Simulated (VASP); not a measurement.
# Li2YZnC6N6 (Fm-3m) in VASP: a series of runs

Runs on Li2YZnC6N6. Level: PBE. Tasks: single point.

All numbers are computed with VASP 6.6.1; they aren't measurements. Logs are shortened: lines on timing, memory, paths and dates and some standing lists are left out, and cuts for length are marked.

## 1. The cell of the first run

It takes space group Fm-3m (No. 225, cubic). Conventional cell: a = 10.594 Å, b = 10.594 Å, c = 10.594 Å, α = 90.00°, β = 90.00°, γ = 90.00°. Within 5.0 Å of Li (site symmetry -43m) lie 12 N at 3.77 Å and 12 C at 3.82 Å and 4 Y at 4.59 Å and 4 Zn at 4.59 Å. Y (site symmetry m-3m) has 6 N at 2.21 Å within 2.9 Å. Within 2.5 Å of Zn (site symmetry m-3m) lie 6 C at 1.92 Å. C (site symmetry 4mm) has 1 N at 1.17 Å within 1.6 Å. Within 1.6 Å of N (site symmetry 4mm) lie 1 C at 1.17 Å.

## 2. Single point, PBE

File INCAR:

```
PREC     = Accurate       # precision mode
ENCUT    = 520            # plane-wave cutoff, eV
EDIFF    = 1E-6           # SCF threshold, eV
ISMEAR   = 0              # smearing method
SIGMA    = 0.1            # smearing width, eV
LREAL    = Auto         
LASPH    = T              # aspherical terms in the spheres
NELM     = 100            # most SCF steps
ALGO     = Normal         # electronic algorithm
ISIF     = 2              # what is computed and relaxed
LWAVE    = F              # write WAVECAR
LCHARG   = F              # write CHGCAR
GGA      = PE             # functional
NBANDS   = 56             # bands
```

File KPOINTS:

```
Automatic mesh
0
Gamma
  4 4 4
```

File POSCAR:

```
Li2YZnC6N6
1.0
    0.0000000000      5.2970000000      5.2970000000
    5.2970000000      0.0000000000      5.2970000000
    5.2970000000      5.2970000000      0.0000000000
Li Y Zn C N
2 1 1 6 6
Direct
    0.2500000000      0.2500000000      0.2500000000
    0.7500000000      0.7500000000      0.7500000000
    0.5000000000      0.5000000000      0.5000000000
    0.0000000000      0.0000000000      0.0000000000
    0.8190485200      0.1809514800      0.1809514800
    0.1809514800      0.8190485200      0.1809514800
    0.1809514800      0.1809514800      0.8190485200
    0.1809514800      0.8190485200      0.8190485200
    0.8190485200      0.1809514800      0.8190485200
    0.8190485200      0.8190485200      0.1809514800
    0.7086086500      0.2913913500      0.2913913500
    0.2913913500      0.7086086500      0.2913913500
    0.2913913500      0.2913913500      0.7086086500
    0.2913913500      0.7086086500      0.7086086500
    0.7086086500      0.2913913500      0.7086086500
    0.7086086500      0.7086086500      0.2913913500
```

Potentials or basis: VASP PAW PBE potentials, release 64 (Li_sv, Y_sv, Zn, C, N).

Run with:

```console
> cat potpaw_PBE.64/Li_sv/POTCAR potpaw_PBE.64/Y_sv/POTCAR potpaw_PBE.64/Zn/POTCAR potpaw_PBE.64/C/POTCAR potpaw_PBE.64/N/POTCAR > POTCAR
> mpirun -np 1 vasp_std > vasp.out
```

OUTCAR:

```text
PREC = Accurate
   ENCUT = 520
   EDIFF = 1E-6
   ISMEAR = 0
   LREAL = Auto
   LASPH = T
   NELM = 100
   ISIF = 2
   GGA = PE

 ion  position               nearest neighbor table
   1  0.250  0.250  0.250-
   2  0.750  0.750  0.750-
   3  0.500  0.500  0.500-  11 2.21  12 2.21  13 2.21  14 2.21  15 2.21  16 2.21
   4  0.000  0.000  0.000-   5 1.92   6 1.92   7 1.92   8 1.92   9 1.92  10 1.92
   5  0.819  0.181  0.181-  11 1.17   4 1.92
   6  0.181  0.819  0.181-  12 1.17   4 1.92
   7  0.181  0.181  0.819-  13 1.17   4 1.92
   8  0.181  0.819  0.819-  14 1.17   4 1.92
   9  0.819  0.181  0.819-  15 1.17   4 1.92
  10  0.819  0.819  0.181-  16 1.17   4 1.92
  11  0.709  0.291  0.291-   5 1.17   3 2.21
  12  0.291  0.709  0.291-   6 1.17   3 2.21
  13  0.291  0.291  0.709-   7 1.17   3 2.21
  14  0.291  0.709  0.709-   8 1.17   3 2.21
  15  0.709  0.291  0.709-   9 1.17   3 2.21
  16  0.709  0.709  0.291-  10 1.17   3 2.21

  LATTYP: Found a face centered cubic cell.
 ALAT       =    10.5940000000

  Lattice vectors:

 A1 = (   0.0000000000,   5.2970000000,   5.2970000000)
 A2 = (   5.2970000000,   0.0000000000,   5.2970000000)
 A3 = (   5.2970000000,   5.2970000000,   0.0000000000)

Analysis of symmetry for initial positions (statically):
=====================================================================
 Subroutine PRICEL returns:
 Original cell was already a primitive cell.

 Routine SETGRP: Setting up the symmetry group for a
 face centered cubic supercell.

 Subroutine GETGRP returns: Found 48 space group operations
 (whereof 48 operations were pure point group operations)
 out of a pool of 48 trial point group operations.

The static configuration has the point symmetry O_h .

Analysis of symmetry for dynamics (positions and initial velocities):
=====================================================================
 Subroutine PRICEL returns:
 Original cell was already a primitive cell.

 Routine SETGRP: Setting up the symmetry group for a
 face centered cubic supercell.

 Subroutine GETGRP returns: Found 48 space group operations
 (whereof 48 operations were pure point group operations)
 out of a pool of 48 trial point group operations.

The dynamic configuration has the point symmetry O_h .

 Subroutine INISYM returns: Found 48 space group operations
 (whereof 48 operations are pure point group operations),
 and found     1 'primitive' translations
[... 109 lines left out ...]
   NSW    =      0    number of steps for IOM
   IBRION =     -1    ionic relax: 0-MD 1-quasi-New 2-CG
   NFREE  =      0    steps in history (QN), initial steepest desc. (CG)
   ISIF   =      2    stress and relaxation
   ISYM   =      2    0-nonsym 1-usesym 2-fastsym
   POTIM  = 0.5000    time-step for ionic-motion
   TEBEG  =    0.0;   TEEND  =   0.0 temperature during run
   PSTRESS=    0.0 pullay stress
   NELECT =      83.0000    total number of electrons
   NUPDOWN=      -1.0000    fix difference up-down
   EMIN   =  10.00;   EMAX   =-10.00  energy-range for DOS
   EFERMI =   0.00;   METHOD = LEGACY
   ISMEAR =     0;   SIGMA  =   0.10  broadening in eV -4-tet -1-fermi 0-gaus
   EFERMI_NEDOS =   21; number of points for ismear=-14 and -15
   IALGO  =     38    algorithm
   IMIX   =      4    mixing-type and parameters
     AMIX     =   0.40;   BMIX     =  1.00
     AMIX_MAG =   1.60;   BMIX_MAG =  1.00
  volume/ion in A,a.u.               =      18.58       125.37
  Fermi-wavevector in a.u.,A,eV,Ry     =   1.070026  2.022055 15.578060  1.144955
  Thomas-Fermi vector in A             =   2.205723
   LORBIT       =      0    0 simple, 1 ext, 2 COOP (PROOUT), +10 PAW based schemes
   GGA     = PE    functional components
   LHFCALC =     F    Hartree Fock is set to
   AEXX    =    0.0000 exact exchange contribution
   IVDW    =     0    specifies the selected vdW correction
   LEPSILON=     F    determine dielectric tensor
   LRPA    =     F    only Hartree local field effects (RPA)
 non-spin polarized calculation
 Gauss-broadening in eV      SIGMA  =   0.10
  energy-cutoff  :      520.00
  volume of cell :      297.25
 maximum number of plane-waves:      8026
   NGX = 27   NGY = 27   NGZ = 27

 number of electron      83.0000010 magnetization

 Free energy of the ion-electron system (eV)
  ---------------------------------------------------
  ext. energy  EPLUGINS =         0.00000000
  ---------------------------------------------------
  free energy    TOTEN  =      -110.44489006 eV

  energy without entropy =     -110.42478626  energy(sigma->0) =     -110.43483816

 E-fermi :   2.3348     XC(G=0):  -7.3722

 val. band max:        2.1471919678   @ k =   0.5000   0.5000   0.0000
 cond. band min:       2.4007384512   @ k =   0.2500   0.0000   0.0000
 fundamental gap:      0.2535464834
 Fermi energy:         2.3347828807

 k-point     1 :       0.0000    0.0000    0.0000
  band No.  band energies     occupation
      1     -48.5903      2.00000
      2     -48.5902      2.00000
      3     -40.4373      2.00000
      4     -20.8786      2.00000
      5     -20.8786      2.00000
      6     -20.8786      2.00000
[... 437 lines left out ...]
     52       4.7961      0.00000
     53       4.7962      0.00000
 [bands above 53 left out]

------------------------ aborting loop because EDIFF is reached ----------------------------------------

  FORCE on cell =-STRESS in cart. coord.  units (eV):
  Direction    XX          YY          ZZ          XY          YZ          ZX
  --------------------------------------------------------------------------------------
  -------------------------------------------------------------------------------------
  Total       26.3267012     26.3267012     26.3267012     -0.0000000     -0.0000000      0.0000000
  in kB      141.9015411    141.9015411    141.9015411     -0.0000000     -0.0000000      0.0000000
  external PRESSURE =     141.9015411 kB  Pullay stress =       0.0000000 kB

 VOLUME and BASIS-vectors are now :
 -----------------------------------------------------------------------------
  energy-cutoff  :      520.00
  volume of cell :      297.25
      direct lattice vectors                 reciprocal lattice vectors
     0.000000000  5.297000000  5.297000000    -0.094393053  0.094393053  0.094393053
     5.297000000  0.000000000  5.297000000     0.094393053 -0.094393053  0.094393053
     5.297000000  5.297000000  0.000000000     0.094393053  0.094393053 -0.094393053

 POSITION                                       TOTAL-FORCE (eV/Angst)
 -----------------------------------------------------------------------------------
      2.64850      2.64850      2.64850         0.000000     -0.000000     -0.000000
      7.94550      7.94550      7.94550         0.000000      0.000000     -0.000000
      5.29700      5.29700      5.29700         0.000000      0.000000      0.000000
      0.00000      0.00000      0.00000         0.000000      0.000000      0.000000
      1.91700      5.29700      5.29700         2.181801      0.000000      0.000000
      5.29700      1.91700      5.29700         0.000000      2.181801      0.000000
[... 8 lines left out ...]
      5.29700      7.50700      5.29700         0.000000      0.059698      0.000000
      5.29700      5.29700      7.50700         0.000000      0.000000      0.059698
 -----------------------------------------------------------------------------------
    total drift:                                0.000000      0.000000      0.000000

  FREE ENERGIE OF THE ION-ELECTRON SYSTEM (eV)
  ---------------------------------------------------
  free  energy   TOTEN  =      -110.4448900555 eV

  energy  without entropy=     -110.4247862554  energy(sigma->0) =     -110.43483816
```

Wall time 5 min (1 thread of AMD EPYC 7R43 (Zen 3), shared host); peak memory 0.44 GiB.

What came out:

* Free energy: -110.4449 eV
* Largest force: 2.182 eV/Å

Forces on the atoms (eV/Å):
```
Li   0.000  0.000  0.000
Li   0.000  0.000  0.000
Y    0.000  0.000  0.000
Zn   0.000  0.000  0.000
C    2.182  0.000  0.000
C    0.000  2.182  0.000
C    0.000  0.000  2.182
C   -2.182  0.000  0.000
C    0.000 -2.182  0.000
C    0.000  0.000 -2.182
N   -0.060  0.000  0.000
N    0.000 -0.060  0.000
N    0.000  0.000 -0.060
N    0.060  0.000  0.000
N    0.000  0.060  0.000
N    0.000  0.000  0.060
```

Caveat: the cutoff is under 1.25 times the usual one of these potentials, so pressure, stress and relaxed cells hold a basis-set (Pulay) error; forces of over 1 eV/Å act on the atoms, so gaps and moduli don't describe the material at rest.

## 3. Single point, PBE

This run uses another cell than the first one, of 23.76 Å³/atom, 1.279 times its volume.

File INCAR:

```
PREC = Accurate
ENCUT = 520
EDIFF = 1E-7
ISMEAR = 0
SIGMA = 0.1
LREAL = Auto
LASPH = T
NELM = 100
ALGO = Normal
ISIF = 2
LWAVE = F
LCHARG = F
GGA = PE
NBANDS = 56
```

File KPOINTS:

```
regular mesh
0
Gamma
  4 4 4
```

File POSCAR:

```
Li2YZnC6N6
1.0
    0.0000000000      5.7498533713      5.7498533713
    5.7498533713      0.0000000000      5.7498533713
    5.7498533713      5.7498533713      0.0000000000
Li Y Zn C N
2 1 1 6 6
Direct
    0.2500000000      0.2500000000      0.2500000000
    0.7500000000      0.7500000000      0.7500000000
    0.5000000000      0.5000000000      0.5000000000
    0.0000000000      0.0000000000      0.0000000000
    0.8068564128      0.1931435872      0.1931435872
    0.1931435872      0.8068564128      0.1931435872
    0.1931435872      0.1931435872      0.8068564128
    0.1931435872      0.8068564128      0.8068564128
    0.8068564128      0.1931435872      0.8068564128
    0.8068564128      0.8068564128      0.1931435872
    0.7047019964      0.2952980036      0.2952980036
    0.2952980036      0.7047019964      0.2952980036
    0.2952980036      0.2952980036      0.7047019964
    0.2952980036      0.7047019964      0.7047019964
    0.7047019964      0.2952980036      0.7047019964
    0.7047019964      0.7047019964      0.2952980036
```

Potentials or basis: VASP PAW PBE potentials, release 64 (Li_sv, Y_sv, Zn, C, N).

Run with:

```console
> cat potpaw_PBE.64/Li_sv/POTCAR potpaw_PBE.64/Y_sv/POTCAR potpaw_PBE.64/Zn/POTCAR potpaw_PBE.64/C/POTCAR potpaw_PBE.64/N/POTCAR > POTCAR
> mpirun -np 1 vasp_std > vasp.out
```

It took 6.4 min on 1 thread of AMD EPYC 7R43 (Zen 3), shared host; peak memory 0.52 GiB.

It converged, with:

| Quantity | Value |
| --- | --- |
| Free energy | -113.9797 eV |
| Largest force | 0.383 eV/Å |

Forces in eV/Å, atoms in the order of the input:
```
Li   0.000  0.000  0.000
Li   0.000  0.000  0.000
Y    0.000  0.000  0.000
Zn   0.000  0.000  0.000
C   -0.371  0.000  0.000
C    0.000 -0.371  0.000
C    0.000  0.000 -0.371
C    0.371  0.000  0.000
C    0.000  0.371  0.000
C    0.000  0.000  0.371
N    0.383  0.000  0.000
N    0.000  0.383  0.000
N    0.000  0.000  0.383
N   -0.383  0.000  0.000
N    0.000 -0.383  0.000
N    0.000  0.000 -0.383
```

Levels at points of the mesh, in eV from the Fermi level:
```csv
k point,band 38,band 39,band 40,band 41,band 42,band 43,band 44,band 45,band 46,band 47
"(0.00, 0.00, 0.00)",-5.40,-5.40,-3.46,-3.46,-0.55,0.00,0.00,0.00,0.43,1.92
"(0.50, 0.00, 0.00)",-5.27,-5.27,-3.32,-3.32,0.12,0.16,0.42,0.52,0.52,1.17
"(0.50, 0.50, 0.00)",-5.17,-5.07,-3.49,-3.45,-0.01,0.19,0.53,0.82,0.82,1.30
```

Caveat: the cutoff is under 1.25 times the usual one of these potentials, so pressure, stress and relaxed cells hold a basis-set (Pulay) error.
